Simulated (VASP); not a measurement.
A run of VASP 6.6.1 is set up as follows.

POSCAR

```
Sc
1.0
    0.0000000000      3.1900000000      3.1900000000
    3.1900000000      0.0000000000      3.1900000000
    3.1900000000      3.1900000000      0.0000000000
Sc
2
Direct
    1.0000000000      1.0000000000      1.0000000000
    0.2500000000      0.2500000000      0.2500000000
```

Contents of INCAR.step1:

```
SYSTEM = Sc
  PREC = Accurate
  ENCUT = 550
  ISMEAR = 0
  SIGMA = 0.05
  LREAL = .False.
  LASPH = .True.
  NELM = 120
  GGA = PE
  ALGO = Normal
  EDIFF = 1E-5
  LWAVE = .True.
  LCHARG = .False.
  GGA_COMPAT = .False.
  IBRION = 2
  ISIF = 3
  EDIFFG = -0.005
  NELMIN = 4
  NSW = 100
```

File INCAR.step2:

```
SYSTEM = Sc
  PREC = Accurate
  ENCUT = 550
  EDIFF = 1E-7
  ISMEAR = 0
  SIGMA = 0.05
  LREAL = .False.
  LASPH = .True.
  NELM = 120
  ALGO = Normal
  ISIF = 3
  LWAVE = .False.
  LCHARG = .False.
  METAGGA = R2SCAN
  LMIXTAU = .True.
  IBRION = 2
  NSW = 60
  EDIFFG = -0.02
  ISTART = 1
  GGA_COMPAT = .False.
  NELMIN = 4
```

File KPOINTS:

```
Automatic mesh
0
Gamma
  7 7 7
  0 0 0
```

Potentials or basis: VASP PAW PBE potentials, release 64 (Sc_sv).

Run with:

```bash
$ cat potpaw_PBE.64/Sc_sv/POTCAR > POTCAR
$ cp INCAR.step1 INCAR
$ mpirun -np 1 vasp_std > vasp.out
$ cp INCAR.step2 INCAR
$ mpirun -np 1 vasp_std > vasp.out
```

**Question.** What does it give for the band gap on the k mesh?

**Answer.** Zero (bands 11 and 12 overlap by 0.48 eV).

**Question.** Estimate the relaxed cell.

**Answer.** a = 4.490 Å, b = 4.490 Å, c = 4.490 Å, α = 60.00°, β = 60.00°, γ = 60.00°.

**Question.** Estimate the relaxed volume.

**Answer.** 32.01 Å³/atom.

**Question.** Predict the space group after relaxing (to 0.1 Å).

**Answer.** Fd-3m (No. 227).

Final structure:
```yaml
crystal:
  lattice:
    - [0.00000, 3.17519, 3.17519]
    - [3.17519, 0.00000, 3.17519]
    - [3.17519, 3.17519, 0.00000]
  atoms:
    - { symbol: Sc, position: [0.00000, 0.00000, 0.00000] }
    - { symbol: Sc, position: [0.25000, 0.25000, 0.25000] }
```

Caveat: the PAW data sets were made with another functional, which shifts forces and pressure a little.
